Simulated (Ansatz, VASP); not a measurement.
**Ta in VASP and in Ansatz**

File INCAR:

```
SYSTEM = Ta
ALGO = Normal
EDIFF = 1E-8
ENCUT = 400
GGA = PE
GGA_COMPAT = .False.
ISIF = 2
ISMEAR = -1
LASPH = .True.
LCHARG = .False.
LEFG = .True.
LREAL = .False.
LWAVE = .False.
NBANDS = 12
NELM = 120
PREC = Accurate
SIGMA = 0.08
```

File KPOINTS:

```
k-points
0
Gamma
  17 17 17
  0 0 0
```

The input POSCAR:

```
Ta
1.0
   -1.6512800000      1.6512800000      1.6843056000
    1.6512800000     -1.6512800000      1.6843056000
    1.6512800000      1.6512800000     -1.6843056000
Ta
1
Direct
    0.0000000000      0.0000000000      0.0000000000
```

Input for Ansatz:

```yaml
crystal:
  lattice:
    - [-1.65128, 1.65128, 1.6843056]
    - [1.65128, -1.65128, 1.6843056]
    - [1.65128, 1.65128, -1.6843056]
  atoms:
    - { symbol: Ta, position: [0.0, 0.0, 0.0] }
kpoints:
  mp_grid: { grid: [17, 17, 17] }
scf:
  occupations: { method: fermi_dirac, width: 0.08 }
hamiltonian:
  xc: pbe
  pseudopotentials: { kind: paw }
output:
  forces: true
  stress: true
  eigenvalues: true
  efg: { contact_densities: true }
  write_density: true
  write_potential: true
  elf: true
  volumetric_format: npy
```

Change from the starting cell: zz strain of +2 %, PAW files.

Alike in both runs: task electric field gradients; functional PBE; k mesh 17 × 17 × 17; occupations fermi-dirac, width 0.08 eV; no spin polarisation.

|  | VASP | Ansatz |
| --- | --- | --- |
| version | VASP 6.6.1 | Ansatz 0.2.0 |
| potentials or method | VASP PAW PBE potentials, release 64 (Ta_pv) | PAW with Ansatz's default frozen-core files, scalar-relativistic |
| plane-wave cutoff (eV) | 400 | 420 |
| valence electrons in the cell | 11 | 13 |

```tsv
	VASP	Ansatz	Ansatz less VASP
pressure (GPa)	-0.7	-0.8	-0.06
traceless stress, the component that is largest in VASP (GPa)	-1.28	-1.28	-0.003
size of Vzz on the site where it differs most (V/Å²)	13.1	14.3	+1.20
```

VASP's potentials hold 11 valence electrons a cell and Ansatz's 13, so a difference there can come from the potentials and not from the codes.

Spin-orbit coupling is off throughout.
